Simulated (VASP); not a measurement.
Input of a VASP 6.6.1 run:

The input INCAR:

```
  PREC = Accurate
  ENCUT = 520
  EDIFF = 1E-6
  ISMEAR = 0
  SIGMA = 0.01
  LREAL = F
  LASPH = T
  NELM = 80
  ALGO = Normal
  ISIF = 2
  LWAVE = F
  LCHARG = F
  GGA = CA
  NBANDS = 11
```

Contents of KPOINTS:

```
regular mesh
0
Gamma
  10 10 10
```

File POSCAR:

```
AlN
1.0
    0.0000000000      2.1232337802      2.1232337802
    2.1232337802      0.0000000000      2.1232337802
    2.1232337802      2.1232337802      0.0000000000
Al N
1 1
Direct
    0.0000000000      0.0000000000      0.0000000000
    0.7500000000      0.7500000000      0.7500000000
```

Potentials or basis: VASP PAW LDA potentials, release 64 (Al, N).

Run with:

```bash
$ cat potpaw_LDA.64/Al/POTCAR potpaw_LDA.64/N/POTCAR > POTCAR
$ mpirun -np 1 vasp_std > vasp.out
```

Question: Estimate the band gap on the k mesh.

Answer: 3.26 eV, indirect (least direct gap 5.01 eV).

Question: What does it give for the pressure?

Answer: 16.9 GPa.

A k mesh can miss the band edges. A hybrid or GW would open this gap; LDA tends to underestimate it.
